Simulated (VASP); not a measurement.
# Al11GaO18 (P1) in VASP: single point with PBEsol

Aim: the single point of Al11GaO18 with PBEsol.

Everything below comes from runs of VASP 6.6.1. Logs are shortened: lines on timing, memory, paths and dates and some standing lists are left out, and cuts for length are marked.

## Step 1: The cell of the first run

The typed cell holds 30 atoms: a = 4.801 Å, b = 4.801 Å, c = 13.066 Å, α = 90.00°, β = 90.00°, γ = 120.00°.

## Step 2: Single point, PBEsol

Input file INCAR:

```
SYSTEM = Al11GaO18
PREC = Accurate
ENCUT = 520
EDIFF = 1E-6
ISMEAR = -1
SIGMA = 0.05
LREAL = Auto
LASPH = .TRUE.
NELM = 60
ALGO = Normal
ISIF = 2
LWAVE = .FALSE.
LCHARG = .FALSE.
GGA = PS
NBANDS = 98
```

Input file KPOINTS:

```
Automatic mesh
0
Gamma
  2 2 2
  0.5 0.5 0.5
```

Input file POSCAR:

```
Al11GaO18
1.0
    4.8010870000      0.0000000000      0.0000000000
   -2.4005430000      4.1578630000      0.0000000000
    0.0000000000      0.0000000000     13.0657130000
Al O Ga
11 18 1
Direct
    0.6823450000      0.3339670000      0.1998680000
    0.3097750000      0.6691810000      0.0125370000
    0.3188640000      0.6694410000      0.3213100000
    0.3143560000      0.6535890000      0.5079760000
    0.0017360000      0.0088480000      0.3515550000
    0.0437330000      0.0103700000      0.1502470000
    0.0121010000      0.0177110000      0.6453580000
    0.0002710000      0.9862080000      0.8493120000
    0.6545440000      0.3381040000      0.4798400000
    0.6803110000      0.3433480000      0.9817100000
    0.3399230000      0.6828050000      0.8260070000
    0.3131870000      0.9927840000      0.2460380000
    0.6597980000      0.0374200000      0.0933850000
    0.0151460000      0.2876380000      0.2497380000
    0.7272930000      0.7026900000      0.2561540000
    0.3651700000      0.3434640000      0.0813230000
    0.3957000000      0.0601930000      0.5827530000
    0.3276570000      0.3461650000      0.4227980000
    0.0532840000      0.6985420000      0.4241060000
    0.0223770000      0.3779080000      0.9185800000
    0.9816690000      0.6801520000      0.7576250000
    0.9572140000      0.6225020000      0.0907060000
    0.9841170000      0.3410220000      0.5853140000
    0.6749920000      0.6542510000      0.5782780000
    0.6228320000      0.9785540000      0.4054280000
    0.6209570000      0.6492960000      0.9085670000
    0.6880380000      0.0092660000      0.7510050000
    0.3411240000      0.3289290000      0.7569930000
    0.3312660000      0.9487910000      0.9143270000
    0.6667560000      0.3399290000      0.6932940000
```

Potentials or basis: VASP PAW PBE potentials, release 64 (Al, O, Ga_d).

Command:

```console
cat potpaw_PBE.64/Al/POTCAR potpaw_PBE.64/O/POTCAR potpaw_PBE.64/Ga_d/POTCAR > POTCAR
mpirun -np 1 vasp_std > vasp.out
```

OUTCAR:

```text
SYSTEM = Al11GaO18
   PREC = Accurate
   ENCUT = 520
   EDIFF = 1E-6
   ISMEAR = -1
   LREAL = Auto
   LASPH = .TRUE.
   NELM = 60
   ISIF = 2
   GGA = PS

 ion  position               nearest neighbor table
   1  0.682  0.334  0.200-  12 1.81  15 1.83  14 1.84  13 1.95  22 1.97  16 2.19   6 2.73  10 2.85
                             6 2.89   6 2.92   3 3.09   3 3.19   3 3.31   5 3.33
   2  0.310  0.669  0.013-  29 1.82  20 1.85  22 1.89  16 1.93  13 2.02  26 2.06  11 2.44  10 2.65
                            10 2.84  10 2.93   6 3.11   6 3.29
   3  0.319  0.669  0.321-  25 1.84  12 1.85  19 1.90  14 1.92  18 2.06  15 2.07   4 2.44   5 2.76
                             5 2.78   5 2.87   1 3.09   1 3.19   1 3.31
   4  0.314  0.654  0.508-  19 1.76  23 1.85  18 1.87  24 1.96  25 2.03  17 2.04   3 2.44   9 2.75
                             9 2.77   9 2.87   7 3.20   7 3.30
   5  0.002  0.009  0.352-  18 1.84  14 1.87  15 1.87  19 1.88  25 1.89  12 2.06   6 2.64   3 2.76
                             3 2.78   3 2.87   9 3.19   9 3.25   9 3.27   1 3.33
   6  0.044  0.010  0.150-  16 1.81  12 1.83  22 1.86  14 1.91  15 2.04  13 2.05   5 2.64   1 2.73
                             1 2.89   1 2.92   2 3.11   2 3.29
   7  0.012  0.018  0.645-  23 1.80  24 1.90  17 1.93  27 2.07  28 2.12  21 2.14   8 2.67  30 2.79
                            30 2.85  30 2.89   4 3.20   4 3.30
   8  0.000  0.986  0.849-  21 1.86  29 1.89  26 1.89  27 2.02  28 2.04  20 2.04   7 2.67  11 2.69
                            11 2.77  11 2.91  10 3.18  10 3.31  10 3.32
   9  0.655  0.338  0.480-  18 1.76  17 1.86  25 1.92  24 1.95  19 1.97  23 2.09   4 2.75   4 2.77
                            30 2.79   4 2.87   5 3.19   5 3.25   5 3.27
  10  0.680  0.343  0.982-  20 1.77  26 1.89  22 1.95  16 2.00  29 2.00  13 2.04   2 2.65   2 2.84
                             1 2.85   2 2.93   8 3.18   8 3.31   8 3.32
  11  0.340  0.683  0.826-  29 1.74  26 1.80  27 1.89  20 1.92  28 1.93  21 1.93   2 2.44   8 2.69
                             8 2.77   8 2.91
  12  0.313  0.993  0.246-   1 1.81   6 1.83   3 1.85   5 2.06
  13  0.660  0.037  0.093-   1 1.95   2 2.02  10 2.04   6 2.05
  14  0.015  0.288  0.250-   1 1.84   5 1.87   6 1.91   3 1.92
  15  0.727  0.703  0.256-   1 1.83   5 1.87   6 2.04   3 2.07
  16  0.365  0.343  0.081-   6 1.81   2 1.93  10 2.00   1 2.19
  17  0.396  0.060  0.583-   9 1.86   7 1.93  30 1.96   4 2.04
[... 10 lines left out ...]
  28  0.341  0.329  0.757-  30 1.75  11 1.93   8 2.04   7 2.12
  29  0.331  0.949  0.914-  11 1.74   2 1.82   8 1.89  10 2.00
  30  0.667  0.340  0.693-  28 1.75  21 1.79  27 1.81  17 1.96  23 2.07  24 2.12   9 2.79   7 2.79
                             7 2.85   7 2.89

  LATTYP: Found a hexagonal cell.
 ALAT       =     4.8010870000
 C/A-ratio  =     2.7214072563

  Lattice vectors:

 A1 = (   4.8010870000,   0.0000000000,   0.0000000000)
 A2 = (  -2.4005430000,   4.1578630000,   0.0000000000)
 A3 = (   0.0000000000,   0.0000000000,  13.0657130000)

Analysis of symmetry for initial positions (statically):
=====================================================================
 Subroutine PRICEL returns:
 Original cell was already a primitive cell.

[... 180 lines left out ...]
   EFERMI_NEDOS =   21; number of points for ismear=-14 and -15
   IALGO  =     38    algorithm
   IMIX   =      4    mixing-type and parameters
     AMIX     =   0.40;   BMIX     =  1.00
     AMIX_MAG =   1.60;   BMIX_MAG =  1.00
  volume/ion in A,a.u.               =       8.69        58.67
  Fermi-wavevector in a.u.,A,eV,Ry     =   1.373412  2.595372 25.664126  1.886260
  Thomas-Fermi vector in A             =   2.498931
   LORBIT       =      0    0 simple, 1 ext, 2 COOP (PROOUT), +10 PAW based schemes
   GGA     = PS    functional components
   LHFCALC =     F    Hartree Fock is set to
   AEXX    =    0.0000 exact exchange contribution
   IVDW    =     0    specifies the selected vdW correction
   LEPSILON=     F    determine dielectric tensor
   LRPA    =     F    only Hartree local field effects (RPA)
 non-spin polarized calculation
  energy-cutoff  :      520.00
  volume of cell :      260.82
 maximum number of plane-waves:      7047
   NGX = 17   NGY = 17   NGZ = 49

 number of electron     153.9999996 magnetization

 Free energy of the ion-electron system (eV)
  ---------------------------------------------------
  ext. energy  EPLUGINS =         0.00000000
  ---------------------------------------------------
  free energy    TOTEN  =      -227.73310576 eV

  energy without entropy =     -227.73310576  energy(sigma->0) =     -227.73310576

 E-fermi :   7.5096     XC(G=0): -11.9155

 val. band max:        6.2862968278   @ k =   0.0000   0.2500   0.2500
 cond. band min:      12.3782508079   @ k =   0.2500  -0.2500   0.2500
 fundamental gap:      6.0919539800
 Fermi energy:         7.5095792780

 k-point     1 :       0.2500    0.2500    0.2500
  band No.  band energies     occupation
      1     -13.2100      2.00000
      2     -12.8721      2.00000
      3     -12.5369      2.00000
      4     -12.2162      2.00000
      5     -11.9322      2.00000
      6     -11.7786      2.00000
[... 1093 lines left out ...]
     88      15.8899      0.00000
     89      16.0981      0.00000
 [bands above 89 left out]

------------------------ aborting loop because EDIFF is reached ----------------------------------------

  FORCE on cell =-STRESS in cart. coord.  units (eV):
  Direction    XX          YY          ZZ          XY          YZ          ZX
  --------------------------------------------------------------------------------------
  -------------------------------------------------------------------------------------
  Total       12.3652124      4.2002642     10.7243052      0.8422447      0.1969781      1.0631581
  in kB       75.9572612     25.8014625     65.8774657      5.1737569      1.2100007      6.5307876
  external PRESSURE =      55.8787298 kB  Pullay stress =       0.0000000 kB

 VOLUME and BASIS-vectors are now :
 -----------------------------------------------------------------------------
  energy-cutoff  :      520.00
  volume of cell :      260.82
      direct lattice vectors                 reciprocal lattice vectors
     4.801087000  0.000000000  0.000000000     0.208286165  0.120254057  0.000000000
    -2.400543000  4.157863000  0.000000000     0.000000000  0.240508165  0.000000000
     0.000000000  0.000000000 13.065713000     0.000000000  0.000000000  0.076536198

 POSITION                                       TOTAL-FORCE (eV/Angst)
 -----------------------------------------------------------------------------------
      2.47430      1.38859      2.61142         0.223659      0.110892     -2.810647
     -0.11914      2.78236      0.16380         2.146105     -0.260670      3.874198
     -0.07613      2.78344      4.19814         1.510236     -0.053960     -2.796637
     -0.05972      2.71753      6.63707         1.854264      1.401099      4.769963
     -0.01291      0.03679      4.59332        -0.227918     -0.755232      0.014732
      0.18507      0.04312      1.96308        -2.307885     -0.698106     -1.571651
[... 22 lines left out ...]
     -0.68718      3.94494     11.94633        -1.587091      3.217598      1.603571
      2.38514      1.41338      9.05838         1.004277      0.086713     -2.180001
 -----------------------------------------------------------------------------------
    total drift:                               -0.002512     -0.014319      0.007234

  FREE ENERGIE OF THE ION-ELECTRON SYSTEM (eV)
  ---------------------------------------------------
  free  energy   TOTEN  =      -227.7331057637 eV

  energy  without entropy=     -227.7331057636  energy(sigma->0) =     -227.73310576
```

It took 10 min on 1 thread of AMD EPYC 7R13 (Zen 3), shared host; peak memory 0.41 GiB.

Results:

```
Free energy            : -227.7331 eV
Pressure               : 5.6 GPa
Largest force          : 5.306 eV/Å
Band gap on the k mesh : 6.09 eV, indirect (the least direct gap lies 1.2 meV higher)
```

Forces in eV/Å, atoms in the order of the input:
```
Al   0.224  0.111 -2.811
Al   2.146 -0.261  3.874
Al   1.510 -0.054 -2.797
Al   1.854  1.401  4.770
Al  -0.228 -0.755  0.015
Al  -2.308 -0.698 -1.572
Al  -0.006 -0.711 -0.148
Al  -0.983  1.036 -0.083
Al   1.616  0.003  2.192
Al  -1.948 -0.802  1.974
Al   0.567 -1.839 -4.367
O    0.114  0.023  1.684
O    0.703 -1.035 -1.673
O   -0.305  2.208  1.547
O   -1.151 -1.285  0.729
O   -0.318 -0.035 -0.454
O   -1.632 -2.352 -0.474
O   -1.602  0.924 -1.980
O   -1.806 -1.655 -1.728
O    0.955 -1.915 -0.756
O    1.918  3.214  0.022
O    0.837  1.442 -1.139
O    0.386  0.647 -1.320
O   -0.227  0.877 -0.577
O    1.189  0.779  1.341
O    1.492  0.876  2.259
O    2.259 -1.718  1.111
O   -4.673 -1.732  0.935
O   -1.587  3.218  1.604
Ga   1.004  0.087 -2.180
```

Caveat: the k points lie up to 0.76 Å⁻¹ apart; the PAW data sets were made with another functional, which shifts forces and pressure a little. PBEsol gaps usually lie below the measured ones, often by a third to a half.
